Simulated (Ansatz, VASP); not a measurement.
# I in VASP and in Ansatz

```
I
1.0
     0.00000    2.41200    3.98652
     2.23524    0.00000    3.98652
     2.23524    2.41200    0.00000
I
1
Cartesian
  0.0000 0.0000 0.0000
```

Alike in both runs: task single point; functional r2SCAN; k mesh 9 × 9 × 9; occupations fermi-dirac, width 0.05 eV; no spin polarisation.

|  | VASP | Ansatz |
| --- | --- | --- |
| version | VASP 6.6.1 | Ansatz 0.2.0 |
| potentials or method | VASP PAW PBE potentials, release 64 (I) | Ansatz PAW |
| plane-wave cutoff (eV) | 520 | 500 |
| valence electrons in the cell | 7 | 17 |

VASP gave:

```
gap on the k mesh at the Fermi level (eV)                     : none
pressure (GPa)                                                : -1.4
traceless stress, the component that is largest in VASP (GPa) : 1.19
```

Question: Which values does Ansatz return?

Answer: gap on the k mesh at the Fermi level (eV): none; pressure (GPa): -1.3; traceless stress, the component that is largest in VASP (GPa): 1.17.

VASP's potentials were made for PBE, not for r2SCAN. A gap of «none» marks a metal or a gap that the smearing closes. VASP's potentials hold 7 valence electrons a cell and Ansatz's 17, so a difference there can come from the potentials and not from the codes.

Spin-orbit coupling is off throughout.
